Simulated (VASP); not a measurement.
# Pb (Fm-3m) in VASP: notebook, part 2 of 2

VASP 6.6.1. The steps go on from the part before.

### 3 Single point, PBEsol

This run uses another cell than the first one, of 30.15 Å³/atom, 0.984 times its volume.

Contents of INCAR:

```
SYSTEM = Pb
PREC = Accurate
ENCUT = 500
EDIFF = 1E-6
ISMEAR = 1
SIGMA = 0.1
LREAL = .False.
LASPH = .True.
NELM = 120
ALGO = Normal
ISIF = 2
LWAVE = .False.
LCHARG = .False.
GGA = PS
NBANDS = 13
GGA_COMPAT = .False.
```

Contents of KPOINTS:

```
regular mesh
0
Gamma
  8 8 8
  0 0 0
```

Contents of POSCAR:

```
Pb
1.0
    3.4936154056      0.0000000000      0.0000000000
    1.7468077028      3.0255596923      0.0000000000
    1.7468077028      1.0085198974      2.8525250338
Pb
1
Direct
    0.0000000000      0.0000000000      0.0000000000
```

Potentials or basis: VASP PAW PBE potentials, release 64 (Pb_d).

Launch:

```bash
> cat potpaw_PBE.64/Pb_d/POTCAR > POTCAR
> mpirun -np 1 vasp_std > vasp.out
```

OUTCAR:

```text
SYSTEM = Pb
   PREC = Accurate
   ENCUT = 500
   EDIFF = 1E-6
   ISMEAR = 1
   LREAL = .False.
   LASPH = .True.
   NELM = 120
   ISIF = 2
   GGA = PS

 ion  position               nearest neighbor table
   1  0.000  0.000  0.000-

  LATTYP: Found a face centered cubic cell.
 ALAT       =     4.9407182883

  Lattice vectors:

 A1 = (   3.4936154056,   0.0000000000,   0.0000000000)
 A2 = (   1.7468077028,   3.0255596923,   0.0000000000)
 A3 = (   1.7468077028,   1.0085198974,   2.8525250338)

Analysis of symmetry for initial positions (statically):
=====================================================================
 Subroutine PRICEL returns:
 Original cell was already a primitive cell.

 Routine SETGRP: Setting up the symmetry group for a
 face centered cubic supercell.

 Subroutine GETGRP returns: Found 48 space group operations
 (whereof 48 operations were pure point group operations)
 out of a pool of 48 trial point group operations.

The static configuration has the point symmetry O_h .

Analysis of symmetry for dynamics (positions and initial velocities):
=====================================================================
 Subroutine PRICEL returns:
 Original cell was already a primitive cell.

 Routine SETGRP: Setting up the symmetry group for a
 face centered cubic supercell.

 Subroutine GETGRP returns: Found 48 space group operations
 (whereof 48 operations were pure point group operations)
 out of a pool of 48 trial point group operations.

The dynamic configuration has the point symmetry O_h .

 Subroutine INISYM returns: Found 48 space group operations
 (whereof 48 operations are pure point group operations),
 and found     1 'primitive' translations

----------------------------------------------------------------------------------------

                                     Primitive cell

  volume of cell :      30.1516

  direct lattice vectors                    reciprocal lattice vectors
     3.493615406  0.000000000  0.000000000     0.286236430 -0.165258680 -0.116855533
     1.746807703  3.025559692  0.000000000     0.000000000  0.330517359 -0.116855533
     1.746807703  1.008519897  2.852525034     0.000000000  0.000000000  0.350566599

  length of vectors
     3.493615406  3.493615406  3.493615406     0.350566599  0.350566599  0.350566599

  position of ions in fractional coordinates (direct lattice)
     0.000000000  0.000000000  0.000000000

  ion indices of the primitive-cell ions
   primitive index   ion index
                 1           1

----------------------------------------------------------------------------------------

 KPOINTS: regular mesh

Automatic generation of k-mesh.
 Grid dimensions read from file:
 generate k-points for:    8    8    8

 Generating k-lattice:

  Cartesian coordinates                     Fractional coordinates (reciprocal lattice)
     0.035779554 -0.020657335 -0.014606942     0.125000000  0.000000000  0.000000000
     0.000000000  0.041314670 -0.014606942     0.000000000  0.125000000  0.000000000
     0.000000000  0.000000000  0.043820825     0.000000000  0.000000000  0.125000000

  Length of vectors
     0.043820825  0.043820825  0.043820825

  Shift w.r.t. Gamma in fractional coordinates (k-lattice)
     0.000000000  0.000000000  0.000000000

 Subroutine IBZKPT returns following result:
 ===========================================

 Found     29 irreducible k-points:

 Following reciprocal coordinates:
            Coordinates               Weight
  0.000000  0.000000  0.000000      1.000000
  0.125000 -0.000000 -0.000000      8.000000
  0.250000 -0.000000 -0.000000      8.000000
  0.375000  0.000000 -0.000000      8.000000
  0.500000 -0.000000 -0.000000      4.000000
  0.125000  0.125000  0.000000      6.000000
[... 16 lines left out ...]
  0.500000  0.250000  0.125000     48.000000
 -0.375000  0.250000  0.125000     24.000000
 [... further k-points ...]
   k-points           NKPTS =     29   k-points in BZ     NKDIM =     29   number of bands    NBANDS=     13
   number of dos      NEDOS =    301   number of ions     NIONS =      1
   total plane-waves  NPLWV =  21952
   dimension x,y,z NGX =    28 NGY =   28 NGZ =   28
   dimension x,y,z NGXF=    56 NGYF=   56 NGZF=   56
   ions per type =               1
   NGX,Y,Z   is equivalent  to a cutoff of  13.32, 13.32, 13.32 a.u.
   NGXF,Y,Z  is equivalent  to a cutoff of  26.65, 26.65, 26.65 a.u.
 SYSTEM =  Pb
   PREC   = accura    normal or accurate (medium, high low for compatibility)
   ISTART =      0    job   : 0-new  1-cont  2-samecut
   ICHARG =      2    charge: 1-file 2-atom 10-const
   ISPIN  =      1    spin polarized calculation?
   LNONCOLLINEAR =      F non collinear calculations
   LSORBIT =      F    spin-orbit coupling
   LASPH  =      T    aspherical Exc in radial PAW
   ENCUT  =  500.0 eV  36.75 Ry    6.06 a.u.   6.37  6.37  6.37*2*pi/ulx,y,z
   NELM   =    120;   NELMIN=  2; NELMDL= -5     # of ELM steps
   EDIFF  = 0.1E-05   stopping-criterion for ELM
   LREAL  =      F    real-space projection
   EDIFFG = 0.1E-04   stopping-criterion for IOM
   NSW    =      0    number of steps for IOM
   IBRION =     -1    ionic relax: 0-MD 1-quasi-New 2-CG
   NFREE  =      0    steps in history (QN), initial steepest desc. (CG)
   ISIF   =      2    stress and relaxation
   ISYM   =      2    0-nonsym 1-usesym 2-fastsym
   POTIM  = 0.5000    time-step for ionic-motion
   TEBEG  =    0.0;   TEEND  =   0.0 temperature during run
   PSTRESS=    0.0 pullay stress
   NELECT =      14.0000    total number of electrons
   NUPDOWN=      -1.0000    fix difference up-down
   EMIN   =  10.00;   EMAX   =-10.00  energy-range for DOS
   EFERMI =   0.00;   METHOD = LEGACY
   ISMEAR =     1;   SIGMA  =   0.10  broadening in eV -4-tet -1-fermi 0-gaus
   EFERMI_NEDOS =   21; number of points for ismear=-14 and -15
   IALGO  =     38    algorithm
   IMIX   =      4    mixing-type and parameters
     AMIX     =   0.40;   BMIX     =  1.00
     AMIX_MAG =   1.60;   BMIX_MAG =  1.00
  volume/ion in A,a.u.               =      30.15       203.47
  Fermi-wavevector in a.u.,A,eV,Ry     =   1.267693  2.395592 21.865181  1.607045
  Thomas-Fermi vector in A             =   2.400827
   LORBIT       =      0    0 simple, 1 ext, 2 COOP (PROOUT), +10 PAW based schemes
   GGA     = PS    functional components
   LHFCALC =     F    Hartree Fock is set to
   AEXX    =    0.0000 exact exchange contribution
   IVDW    =     0    specifies the selected vdW correction
   LEPSILON=     F    determine dielectric tensor
   LRPA    =     F    only Hartree local field effects (RPA)
 non-spin polarized calculation
 Methfessel and Paxton  Order N= 1 SIGMA  =   0.10
  energy-cutoff  :      500.00
  volume of cell :       30.15
 maximum number of plane-waves:       778
 NGX is ok and might be reduce to    28
   NGX = 13   NGY = 13   NGZ = 13

 number of electron      13.9999999 magnetization

 Free energy of the ion-electron system (eV)
  ---------------------------------------------------
  ext. energy  EPLUGINS =         0.00000000
  ---------------------------------------------------
  free energy    TOTEN  =        -4.01354598 eV

  energy without entropy =       -4.01399125  energy(sigma->0) =       -4.01369440

 E-fermi :   7.0683     XC(G=0): -10.3668

 val. band max:        7.0022827577   @ k =   0.3750   0.2500  -0.0000
 cond. band min:       7.2688996078   @ k =  -0.3750   0.2500   0.0000
 fundamental gap:      0.2666168501
 Fermi energy:         7.0683429571

 k-point     1 :       0.0000    0.0000    0.0000
  band No.  band energies     occupation
      1      -9.8205      2.00000
      2      -9.8205      2.00000
      3      -9.8205      2.00000
      4      -9.6762      2.00000
      5      -9.6762      2.00000
      6      -4.6405      2.00000
      7      14.6224      0.00000
      8      14.6224      0.00000
      9      14.6224      0.00000
     10      16.9323      0.00000
     11      18.5537      0.00000
     12      19.6866      0.00000
     13      19.6866      0.00000
[... 353 lines left out ...]
 k-point    24 :      -0.3750    0.2500    0.1250
  band No.  band energies     occupation
      1      -9.8241      2.00000
      2      -9.8049      2.00000
      3      -9.6952      2.00000
      4      -9.6350      2.00000
      5      -9.5456      2.00000
      6      -0.3875      2.00000
      7       3.8423      2.00000
      8       8.5713     -0.00000
      9      10.4517      0.00000
     10      15.9399      0.00000
     11      18.1668      0.00000
     12      22.3660      0.00000
     13      22.8341      0.00000

 [... further k-points ...]

------------------------ aborting loop because EDIFF is reached ----------------------------------------

  FORCE on cell =-STRESS in cart. coord.  units (eV):
  Direction    XX          YY          ZZ          XY          YZ          ZX
  --------------------------------------------------------------------------------------
  -------------------------------------------------------------------------------------
  Total       -0.0124613     -0.0124613     -0.0124613      0.0000000      0.0000000      0.0000000
  in kB       -0.6621623     -0.6621623     -0.6621623      0.0000000      0.0000000      0.0000000
  external PRESSURE =      -0.6621623 kB  Pullay stress =       0.0000000 kB

 VOLUME and BASIS-vectors are now :
 -----------------------------------------------------------------------------
  energy-cutoff  :      500.00
  volume of cell :       30.15
      direct lattice vectors                 reciprocal lattice vectors
     3.493615406  0.000000000  0.000000000     0.286236430 -0.165258680 -0.116855533
     1.746807703  3.025559692  0.000000000     0.000000000  0.330517359 -0.116855533
     1.746807703  1.008519897  2.852525034     0.000000000  0.000000000  0.350566599

 POSITION                                       TOTAL-FORCE (eV/Angst)
 -----------------------------------------------------------------------------------
      0.00000      0.00000      0.00000        -0.000000     -0.000000      0.000000
 -----------------------------------------------------------------------------------
    total drift:                               -0.000000     -0.000000     -0.000000

  FREE ENERGIE OF THE ION-ELECTRON SYSTEM (eV)
  ---------------------------------------------------
  free  energy   TOTEN  =        -4.0135459762 eV

  energy  without entropy=       -4.0139912494  energy(sigma->0) =       -4.01369440
```

OSZICAR:

```text
N       E                     dE             d eps       ncg     rms          rms(c)
DAV:   1     0.102204808597E+03    0.10220E+03   -0.70777E+03   772   0.123E+03
DAV:   2     0.925524458137E+00   -0.10128E+03   -0.97671E+02   794   0.296E+02
DAV:   3    -0.391229854243E+01   -0.48378E+01   -0.48249E+01   917   0.715E+01
DAV:   4    -0.402491214069E+01   -0.11261E+00   -0.11258E+00   967   0.115E+01
DAV:   5    -0.403029218222E+01   -0.53800E-02   -0.53799E-02  1058   0.237E+00    0.580E-01
DAV:   6    -0.401699192247E+01    0.13300E-01   -0.17363E-02   977   0.237E+00    0.271E-01
DAV:   7    -0.401375615848E+01    0.32358E-02   -0.68848E-03   959   0.136E+00    0.897E-02
DAV:   8    -0.401354680886E+01    0.20935E-03   -0.37848E-04  1173   0.322E-01    0.869E-03
DAV:   9    -0.401354597621E+01    0.83265E-06   -0.52463E-06   943   0.406E-02
   1 F= -.40135460E+01 E0= -.40136944E+01  d E =0.445273E-03
```

stdout:

```text
POSCAR found type information on POSCAR Pb
 POSCAR found :  1 types and       1 ions
 scaLAPACK will be used
 -----------------------------------------------------------------------------
|                                                                             |
|                                                                             |
|     You enforced a specific xc type in the INCAR file but a different       |
|     I HOPE YOU KNOW WHAT YOU ARE DOING!                                     |
|                                                                             |
 -----------------------------------------------------------------------------

 LDA part: xc-table for (Slater+PW92), standard interpolation
 POSCAR, INCAR and KPOINTS ok, starting setup
 FFT: planning ... GRIDC
 FFT: planning ... GRID_SOFT
 FFT: planning ... GRID
 WAVECAR not read
 entering main loop
```

Wall time 7.2 s (1 thread of Intel Xeon Platinum 8488C (Sapphire Rapids), shared host); peak memory 0.15 GiB.

What came out:

```yaml
Free_energy: -4.0135 eV
Pressure: -0.1 GPa
Band_gap_on_the_k_mesh: zero (band 7 reaches 14.62 eV, above the bottom of band 8 at 5.77 eV)
```

Levels at points of the mesh, in eV from the Fermi level:
| k point | band 5 | band 6 | band 7 | band 8 | band 9 | band 10 |
| --- | --- | --- | --- | --- | --- | --- |
| (0.00, 0.00, 0.00) | -16.74 | -11.71 | 7.55 | 7.55 | 7.55 | 9.86 |
| (0.50, 0.00, 0.00) | -16.61 | -8.04 | -4.15 | 5.70 | 5.70 | 9.33 |
| (0.50, 0.50, 0.00) | -16.57 | -6.62 | -3.21 | 2.14 | 2.14 | 5.48 |

Caveat: the PAW data sets were made with another functional, which shifts forces and pressure a little; spin-orbit coupling is left out, which moves the levels of the heavy elements.
